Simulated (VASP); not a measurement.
The system is Bi2Te3.

```
Bi Te
1.0
     2.19300    1.26613   10.16567
    -2.19300    1.26613   10.16567
     0.00000   -2.53226   10.16567
Bi Te
2 3
Direct
  0.60000 0.60000 0.60000
  0.40000 0.40000 0.40000
  0.79050 0.79050 0.79050
  0.20950 0.20950 0.20950
  0.00000 0.00000 0.00000
```

Base run:

- Program: VASP 6.6.1
- Functional: PBE
- Dispersion: D4
- Potentials or basis: VASP PAW PBE potentials, release 64 (Bi_d, Te)
- Cutoff: 520 eV
- k mesh: 7 × 7 × 7
- Occupations: fermi-dirac, width 0.05 eV
- Spin: no spin polarisation

Its results: band gap on the k mesh 0.28 eV; pressure -0.4 GPa; largest force 0.036 eV/Å.

The run is repeated on the same cell with these changes: functional from PBE to BLYP; dispersion from D4 to none. What comes out?

Band gap on the k mesh 0.31 eV; pressure 5.6 GPa; largest force 0.073 eV/Å.

Several settings changed at once.

Caveats: spin-orbit coupling is left out, which moves the levels of the heavy elements; the cell stands under pressure (at least some runs); the PAW data sets were made with another functional, which shifts forces and pressure a little (at least some runs).

A k mesh can miss the band edges.
